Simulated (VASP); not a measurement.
Input of a VASP 6.6.1 run:

File INCAR:

```
SYSTEM = Sc
ALGO = Normal ; EDIFF = 1E-7
ENCUT = 520 ; GGA = PS
ISIF = 2 ; ISMEAR = 0
LASPH = .TRUE. ; LCHARG = .TRUE.
LELF = .TRUE. ; LREAL = .FALSE.
LVHAR = .TRUE. ; LWAVE = .FALSE.
NBANDS = 18 ; NELM = 100
PREC = Accurate ; SIGMA = 0.1
```

KPOINTS

```
k-points
0
G
  10 10 6
  0 0 0
```

File POSCAR:

```
Sc
1.0
    3.3668107858      0.0000000000      0.0000000000
   -1.6834053929      2.9157456430      0.0000000000
    0.0000000000      0.0000000000      5.3654286239
Sc
2
Direct
    0.3333333333      0.6666666667      0.2500000000
    0.6666666667      0.3333333333      0.7500000000
```

Potentials or basis: VASP PAW PBE potentials, release 64 (Sc_sv).

Launch:

```console
$ cat potpaw_PBE.64/Sc_sv/POTCAR > POTCAR
$ mpirun -np 1 vasp_std > vasp.out
```

Question: Estimate the pressure.

Answer: -5.1 GPa.

Question: Predict the band gap on the k mesh.

Answer: Zero (band 11 reaches 4.05 eV, above the bottom of band 12 at 2.80 eV).

Stress tensor (GPa, compression positive):
```
-4.63  0.00  0.00
 0.00 -4.63  0.00
 0.00  0.00 -6.06
```

Caveat: the PAW data sets were made with another functional, which shifts forces and pressure a little.
